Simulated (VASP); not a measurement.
A run of VASP 6.6.1 is set up as follows.

File INCAR:

```
  PREC = Accurate
  ENCUT = 600
  EDIFF = 1E-7
  ISMEAR = -1
  SIGMA = 0.05
  LREAL = F
  LASPH = T
  NELM = 100
  ALGO = Normal
  ISIF = 3
  LWAVE = F
  LCHARG = F
  GGA = CA
  IBRION = 2
  NSW = 60
  EDIFFG = -0.01
```

The input KPOINTS:

```
regular mesh
0
Gamma
  6 6 6
```

The input POSCAR:

```
Ga3Se
1.0
    4.4324650000      0.0000000000      0.0000000000
    0.0000000000      4.4324650000      0.0000000000
    0.0000000000      0.0000000000      4.4324650000
Se Ga
1 3
Direct
    0.0000000000      0.0000000000      0.0000000000
    0.5000000000      0.5000000000      0.0000000000
    0.5000000000      0.0000000000      0.5000000000
    0.0000000000      0.5000000000      0.5000000000
```

Potentials or basis: VASP PAW LDA potentials, release 64 (Se, Ga_d).

Run with:

```sh
$ cat potpaw_LDA.64/Se/POTCAR potpaw_LDA.64/Ga_d/POTCAR > POTCAR
$ mpirun -np 1 vasp_std > vasp.out
```

(1) Estimate the space group after relaxing (to 0.05 Å).

(2) Predict the relaxed volume.

(3) What does it give for the relaxed cell?

Results:

(1) Pm-3m (No. 221).

(2) 19.37 Å³/atom.

(3) a = 4.263 Å, b = 4.263 Å, c = 4.263 Å, α = 90.00°, β = 90.00°, γ = 90.00°.
